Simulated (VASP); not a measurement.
# C in VASP: notebook

The runs below take C through single point, with PBE+D3(BJ).

All numbers are computed with VASP 6.6.1; they aren't measurements. Logs are shortened: lines on timing, memory, paths and dates and some standing lists are left out, and cuts for length are marked.

### Step 1. The cell of the first run

The cell holds a slab with vacuum, 10 atoms: a = 2.465 Å, b = 2.465 Å, c = 28.477 Å, α = 90.00°, β = 90.00°, γ = 120.00°.

### Step 2. Single point, PBE+D3(BJ)

The input, INCAR:

```
SYSTEM = C
PREC     = Accurate       ! precision mode
ENCUT    = 520            ! plane-wave cutoff, eV
EDIFF    = 1E-6           ! SCF threshold, eV
ISMEAR   = 0              ! smearing method
SIGMA    = 0.1            ! smearing width, eV
LREAL    = .False.        ! projectors in reciprocal space
LASPH    = .True.         ! aspherical terms in the spheres
NELM     = 80             ! most SCF steps
ALGO     = Normal         ! electronic algorithm
ISIF     = 2              ! what is computed and relaxed
LWAVE    = .False.        ! write WAVECAR
LCHARG   = .False.        ! write CHGCAR
LDIPOL   = .True.       
IDIPOL   = 3            
DIPOL    = 0.5 0.5 0.500
GGA      = PE             ! functional
IVDW     = 12             ! dispersion correction
NBANDS   = 31             ! bands
```

The input, KPOINTS:

```
regular mesh
0
Gamma
  15 15 1
  0 0 0
```

The input, POSCAR:

```
C
1.0
    2.4649796689      0.0000000000      0.0000000000
   -1.2324898345      2.1347350131      0.0000000000
    0.0000000000      0.0000000000     28.4768665492
C
10
Direct
    0.0000000000      0.0000000000      0.2633716818
    0.6666666667      0.3333333333      0.2633716735
    0.0000000000      0.0000000000      0.3816858430
    0.3333333333      0.6666666667      0.3816858347
    0.0000000000      0.0000000000      0.5000000041
    0.6666666667      0.3333333333      0.4999999959
    0.0000000000      0.0000000000      0.6183141653
    0.3333333333      0.6666666667      0.6183141570
    0.0000000000      0.0000000000      0.7366283265
    0.6666666667      0.3333333333      0.7366283182
```

Potentials or basis: VASP PAW PBE potentials, release 64 (C).

The run is started by

```
$ cat potpaw_PBE.64/C/POTCAR > POTCAR
$ mpirun -np 1 vasp_std > vasp.out
```

OUTCAR:

```text
SYSTEM = C
   PREC = Accurate
   ENCUT = 520
   EDIFF = 1E-6
   ISMEAR = 0
   LREAL = .False.
   LASPH = .True.
   NELM = 80
   ISIF = 2
   GGA = PE
   IVDW = 12
 IVDW          = 12

 ion  position               nearest neighbor table
   1  0.000  0.000  0.263-   2 1.42   2 1.42   2 1.42
   2  0.667  0.333  0.263-   1 1.42   1 1.42   1 1.42
   3  0.000  0.000  0.382-   4 1.42   4 1.42   4 1.42
   4  0.333  0.667  0.382-   3 1.42   3 1.42   3 1.42
   5  0.000  0.000  0.500-   6 1.42   6 1.42   6 1.42
   6  0.667  0.333  0.500-   5 1.42   5 1.42   5 1.42
   7  0.000  0.000  0.618-   8 1.42   8 1.42   8 1.42
   8  0.333  0.667  0.618-   7 1.42   7 1.42   7 1.42
   9  0.000  0.000  0.737-  10 1.42  10 1.42  10 1.42
  10  0.667  0.333  0.737-   9 1.42   9 1.42   9 1.42

  LATTYP: Found a hexagonal cell.
 ALAT       =     2.4649796689
 C/A-ratio  =    11.5525766433

  Lattice vectors:

 A1 = (   2.4649796689,   0.0000000000,   0.0000000000)
 A2 = (  -1.2324898345,   2.1347350131,   0.0000000000)
 A3 = (   0.0000000000,   0.0000000000,  28.4768665492)

Analysis of symmetry for initial positions (statically):
=====================================================================
 Subroutine PRICEL returns:
 Original cell was already a primitive cell.

 Routine SETGRP: Setting up the symmetry group for a
 hexagonal supercell.

 Subroutine GETGRP returns: Found 12 space group operations
 (whereof 12 operations were pure point group operations)
 out of a pool of 24 trial point group operations.

The static configuration has the point symmetry D_3h.

Analysis of symmetry for dynamics (positions and initial velocities):
=====================================================================
 Subroutine PRICEL returns:
 Original cell was already a primitive cell.

 Routine SETGRP: Setting up the symmetry group for a
 hexagonal supercell.

 Subroutine GETGRP returns: Found 12 space group operations
 (whereof 12 operations were pure point group operations)
 out of a pool of 24 trial point group operations.

The dynamic configuration has the point symmetry D_3h.

 Subroutine INISYM returns: Found 12 space group operations
 (whereof 12 operations are pure point group operations),
 and found     1 'primitive' translations

----------------------------------------------------------------------------------------

                                     Primitive cell

  volume of cell :     149.8475

  direct lattice vectors                    reciprocal lattice vectors
     2.464979669  0.000000000  0.000000000     0.405682859  0.234221108  0.000000000
    -1.232489834  2.134735013  0.000000000     0.000000000  0.468442216  0.000000000
     0.000000000  0.000000000 28.476866549     0.000000000  0.000000000  0.035116223

  length of vectors
     2.464979669  2.464979669 28.476866549     0.468442216  0.468442216  0.035116223

  position of ions in fractional coordinates (direct lattice)
     0.000000000  0.000000000  0.263371682
     0.666666667  0.333333333  0.263371674
     0.000000000  0.000000000  0.381685843
     0.333333333  0.666666667  0.381685835
     0.000000000  0.000000000  0.500000004
     0.666666667  0.333333333  0.499999996
     0.000000000  0.000000000  0.618314165
     0.333333333  0.666666667  0.618314157
     0.000000000  0.000000000  0.736628326
     0.666666667  0.333333333  0.736628318

  ion indices of the primitive-cell ions
   primitive index   ion index
                 1           1
                 2           2
                 3           3
                 4           4
                 5           5
                 6           6
                 7           7
                 8           8
                 9           9
                10          10

----------------------------------------------------------------------------------------

 KPOINTS: regular mesh

Automatic generation of k-mesh.
 Grid dimensions read from file:
 generate k-points for:   15   15    1

 Generating k-lattice:

  Cartesian coordinates                     Fractional coordinates (reciprocal lattice)
     0.027045524  0.015614741  0.000000000     0.066666667  0.000000000  0.000000000
     0.000000000  0.031229481  0.000000000     0.000000000  0.066666667  0.000000000
     0.000000000  0.000000000  0.035116223     0.000000000  0.000000000  1.000000000

  Length of vectors
     0.031229481  0.031229481  0.035116223

  Shift w.r.t. Gamma in fractional coordinates (k-lattice)
     0.000000000  0.000000000  0.000000000

 Subroutine IBZKPT returns following result:
 ===========================================

 Found     27 irreducible k-points:

 Following reciprocal coordinates:
            Coordinates               Weight
  0.000000  0.000000  0.000000      1.000000
  0.066667 -0.000000  0.000000      6.000000
  0.133333 -0.000000  0.000000      6.000000
  0.200000 -0.000000  0.000000      6.000000
  0.266667 -0.000000  0.000000      6.000000
  0.333333 -0.000000  0.000000      6.000000
[... 16 lines left out ...]
  0.333333  0.200000  0.000000     12.000000
  0.400000  0.200000  0.000000      6.000000
 [... further k-points ...]
   k-points           NKPTS =     27   k-points in BZ     NKDIM =     27   number of bands    NBANDS=     31
   number of dos      NEDOS =    301   number of ions     NIONS =     10
   total plane-waves  NPLWV =  69984
   dimension x,y,z NGX =    18 NGY =   18 NGZ =  216
   dimension x,y,z NGXF=    36 NGYF=   36 NGZF=  432
   ions per type =              10
   NGX,Y,Z   is equivalent  to a cutoff of  12.14, 12.14, 12.61 a.u.
   NGXF,Y,Z  is equivalent  to a cutoff of  24.28, 24.28, 25.22 a.u.
 SYSTEM =  C
   PREC   = accura    normal or accurate (medium, high low for compatibility)
   ISTART =      0    job   : 0-new  1-cont  2-samecut
   ICHARG =      2    charge: 1-file 2-atom 10-const
   ISPIN  =      1    spin polarized calculation?
   LNONCOLLINEAR =      F non collinear calculations
   LSORBIT =      F    spin-orbit coupling
   LASPH  =      T    aspherical Exc in radial PAW
   ENCUT  =  520.0 eV  38.22 Ry    6.18 a.u.   4.58  4.58 52.95*2*pi/ulx,y,z
   NELM   =     80;   NELMIN=  2; NELMDL= -5     # of ELM steps
   EDIFF  = 0.1E-05   stopping-criterion for ELM
   LREAL  =      F    real-space projection
   EDIFFG = 0.1E-04   stopping-criterion for IOM
   NSW    =      0    number of steps for IOM
   IBRION =     -1    ionic relax: 0-MD 1-quasi-New 2-CG
   NFREE  =      0    steps in history (QN), initial steepest desc. (CG)
   ISIF   =      2    stress and relaxation
   ISYM   =      2    0-nonsym 1-usesym 2-fastsym
   POTIM  = 0.5000    time-step for ionic-motion
   TEBEG  =    0.0;   TEEND  =   0.0 temperature during run
   PSTRESS=    0.0 pullay stress
   NELECT =      40.0000    total number of electrons
   NUPDOWN=      -1.0000    fix difference up-down
   EMIN   =  10.00;   EMAX   =-10.00  energy-range for DOS
   EFERMI =   0.00;   METHOD = LEGACY
   ISMEAR =     0;   SIGMA  =   0.10  broadening in eV -4-tet -1-fermi 0-gaus
   EFERMI_NEDOS =   21; number of points for ismear=-14 and -15
   IALGO  =     38    algorithm
   IMIX   =      4    mixing-type and parameters
     AMIX     =   0.40;   BMIX     =  1.00
     AMIX_MAG =   1.60;   BMIX_MAG =  1.00
  volume/ion in A,a.u.               =      14.98       101.12
  Fermi-wavevector in a.u.,A,eV,Ry     =   1.054092  1.991944 15.117555  1.111109
  Thomas-Fermi vector in A             =   2.189238
   LORBIT       =      0    0 simple, 1 ext, 2 COOP (PROOUT), +10 PAW based schemes
   GGA     = PE    functional components
   LHFCALC =     F    Hartree Fock is set to
   AEXX    =    0.0000 exact exchange contribution
   IVDW    =    12    specifies the selected vdW correction
   LEPSILON=     F    determine dielectric tensor
   LRPA    =     F    only Hartree local field effects (RPA)
 non-spin polarized calculation
 Gauss-broadening in eV      SIGMA  =   0.10
  energy-cutoff  :      520.00
  volume of cell :      149.85
 maximum number of plane-waves:      4088
   NGX =  9   NGY =  9   NGZ =105

 dipolmoment           0.000000      0.000000      0.000000 electrons x Angstroem

 number of electron      39.9999985 magnetization

 dipolmoment           0.000000      0.000000     -0.000000 electrons x Angstroem

 Free energy of the ion-electron system (eV)
  ---------------------------------------------------
  ext. energy  EPLUGINS =         0.00000000
  ---------------------------------------------------
  free energy    TOTEN  =       -92.14348169 eV

  energy without entropy =      -92.14049557  energy(sigma->0) =      -92.14198863

 E-fermi :   0.9996     XC(G=0):  -6.3827

 val. band max:        0.9895761571   @ k =   0.3333   0.3333   0.0000
 cond. band min:       1.0002779138   @ k =   0.3333   0.3333   0.0000
 fundamental gap:      0.0107017568
 Fermi energy:         0.9996074217

 k-point     1 :       0.0000    0.0000    0.0000
  band No.  band energies     occupation
      1     -18.6301      2.00000
      2     -18.5824      2.00000
      3     -18.5110      2.00000
      4     -18.4369      2.00000
      5     -18.3784      2.00000
      6      -7.3856      2.00000
[... 23 lines left out ...]
     30       9.3281      0.00000
     31       9.3334      0.00000

 k-point     2 :       0.0667   -0.0000    0.0000
  band No.  band energies     occupation
      1     -18.5242      2.00000
      2     -18.4769      2.00000
      3     -18.4059      2.00000
      4     -18.3323      2.00000
      5     -18.2741      2.00000
      6      -7.2572      2.00000
[... 740 lines left out ...]
 k-point    24 :       0.4000    0.2000    0.0000
  band No.  band energies     occupation
      1     -12.6971      2.00000
      2     -12.6804      2.00000
      3     -12.6538      2.00000
      4     -12.6282      2.00000
      5     -12.6079      2.00000
      6     -11.6849      2.00000
[... 23 lines left out ...]
     30      12.0413      0.00000
     31      12.3743      0.00000

 [... further k-points ...]

------------------------ aborting loop because EDIFF is reached ----------------------------------------

 vacuum level on the upper side and lower side of the slab       (xc-potential included)        -0.181        -0.181

 Edisp (eV)   -1.40827

 E8    (eV) :    -0.4073

  FORCE on cell =-STRESS in cart. coord.  units (eV):
  Direction    XX          YY          ZZ          XY          YZ          ZX
  --------------------------------------------------------------------------------------
  -------------------------------------------------------------------------------------
  Total       0.43160     0.43160    -0.01281    -0.00000     0.00000     0.00000
  in kB       4.61466     4.61466    -0.13700    -0.00000     0.00000     0.00000
  external pressure =        3.03 kB  Pullay stress =        0.00 kB

 VOLUME and BASIS-vectors are now :
 -----------------------------------------------------------------------------
  energy-cutoff  :      520.00
  volume of cell :      149.85
      direct lattice vectors                 reciprocal lattice vectors
     2.464979669  0.000000000  0.000000000     0.405682859  0.234221108  0.000000000
    -1.232489834  2.134735013  0.000000000     0.000000000  0.468442216  0.000000000
     0.000000000  0.000000000 28.476866549     0.000000000  0.000000000  0.035116223

 POSITION                                       TOTAL-FORCE (eV/Angst)
 -----------------------------------------------------------------------------------
      0.00000      0.00000      7.50000         0.000000     -0.000000      0.006067
      1.23249      0.71158      7.50000        -0.000000      0.000000     -0.011323
      0.00000      0.00000     10.86922         0.000000      0.000000      0.000413
     -0.00000      1.42316     10.86922        -0.000000      0.000000      0.002980
      0.00000      0.00000     14.23843        -0.000000      0.000000      0.000000
      1.23249      0.71158     14.23843         0.000000     -0.000000      0.000000
      0.00000      0.00000     17.60765         0.000000      0.000000     -0.000413
     -0.00000      1.42316     17.60765        -0.000000      0.000000     -0.002980
      0.00000      0.00000     20.97687         0.000000     -0.000000     -0.006067
      1.23249      0.71158     20.97687         0.000000      0.000000      0.011323
 -----------------------------------------------------------------------------------
    total drift:                               -0.000000      0.000000      0.000000

  FREE ENERGIE OF THE ION-ELECTRON SYSTEM (eV)
  ---------------------------------------------------
  free  energy   TOTEN  =       -93.5517499469 eV

  energy  without entropy=      -93.5487638248  energy(sigma->0) =      -93.55025689

 vacuum level on the upper side and lower side of the slab         5.163         5.163
```

Run time: 4.3 min. Hardware: 1 thread of Intel Xeon 8259CL, shared host; peak memory 0.29 GiB.

Results:

| Quantity | Value |
| --- | --- |
| Free energy | -93.5517 eV |
| Largest force | 0.011 eV/Å |
| Dispersion energy per atom | -0.141 eV |

Forces in eV/Å, atoms in the order of the input:
```
C    0.000  0.000  0.006
C    0.000  0.000 -0.011
C    0.000  0.000  0.000
C    0.000  0.000  0.003
C    0.000  0.000  0.000
C    0.000  0.000  0.000
C    0.000  0.000  0.000
C    0.000  0.000 -0.003
C    0.000  0.000 -0.006
C    0.000  0.000  0.011
```

### Step 3. Single point, PBE+D3(BJ)

The input, INCAR:

```
PREC = Accurate ; ENCUT = 520
EDIFF = 1E-7 ; ISMEAR = 0
SIGMA = 0.1 ; LREAL = F
LASPH = T ; NELM = 100
ALGO = Normal ; ISIF = 2
LWAVE = F ; LCHARG = T
LDIPOL = T ; IDIPOL = 3
DIPOL = 0.5 0.5 0.500 ; GGA = PE
IVDW = 12 ; LELF = T
LVHAR = T ; LVACPOTAV = T
NBANDS = 31
```

The input, KPOINTS:

```
Automatic mesh
0
Gamma
  15 15 1
```

POSCAR is that of step 2.

Potentials or basis: VASP PAW PBE potentials, release 64 (C).

The run is started by

```
$ cat potpaw_PBE.64/C/POTCAR > POTCAR
$ mpirun -np 1 vasp_std > vasp.out
```

Wall time 4.6 min (1 thread of Intel Xeon 8259CL, shared host); peak memory 0.29 GiB.

Results (log left out):

```yaml
Free_energy: -93.5518 eV
Largest_force: 0.011 eV/Å
Dispersion_energy_per_atom: -0.141 eV
```

Forces in eV/Å, atoms in the order of the input:
```
C    0.000  0.000  0.006
C    0.000  0.000 -0.011
C    0.000  0.000  0.000
C    0.000  0.000  0.003
C    0.000  0.000  0.000
C    0.000  0.000  0.000
C    0.000  0.000  0.000
C    0.000  0.000 -0.003
C    0.000  0.000 -0.006
C    0.000  0.000  0.011
```

Levels at points of the mesh, in eV from the Fermi level:
```tsv
k point	band 16	band 17	band 18	band 19	band 20	band 21	band 22	band 23	band 24	band 25
(0.00, 0.00, 0.00)	-3.01	-3.01	-3.01	-3.00	-3.00	3.54	3.63	4.57	5.09	5.57
```

### Step 4. Single point, PBE+D3(BJ)

The input, INCAR:

```
PREC = Accurate
ENCUT = 520
EDIFF = 1E-7
ISMEAR = 1
SIGMA = 0.2
LREAL = False
LASPH = True
NELM = 100
ALGO = Normal
ISIF = 2
LWAVE = False
LCHARG = False
LDIPOL = True
IDIPOL = 3
DIPOL = 0.5 0.5 0.500
GGA = PE
IVDW = 12
NBANDS = 31
```

KPOINTS is that of step 3.

POSCAR is that of step 3.

The run is started by

```
$ cat potpaw_PBE.64/C/POTCAR > POTCAR
$ mpirun -np 1 vasp_std > vasp.out
```

Run time: 4.7 min. Hardware: 1 thread of Intel Xeon 8259CL, shared host; peak memory 0.29 GiB.

Results (log left out):

```yaml
Free_energy: -93.5517 eV
Largest_force: 0.011 eV/Å
Dispersion_energy_per_atom: -0.141 eV
```

Forces on the atoms (eV/Å):
```
C    0.000  0.000  0.006
C    0.000  0.000 -0.011
C    0.000  0.000  0.000
C    0.000  0.000  0.003
C    0.000  0.000  0.000
C    0.000  0.000  0.000
C    0.000  0.000  0.000
C    0.000  0.000 -0.003
C    0.000  0.000 -0.006
C    0.000  0.000  0.011
```

Levels at points of the mesh, in eV from the Fermi level:
```tsv
k point	band 16	band 17	band 18	band 19	band 20	band 21	band 22	band 23	band 24	band 25
(0.00, 0.00, 0.00)	-3.01	-3.01	-3.01	-3.00	-3.00	3.55	3.63	4.57	5.10	5.57
```
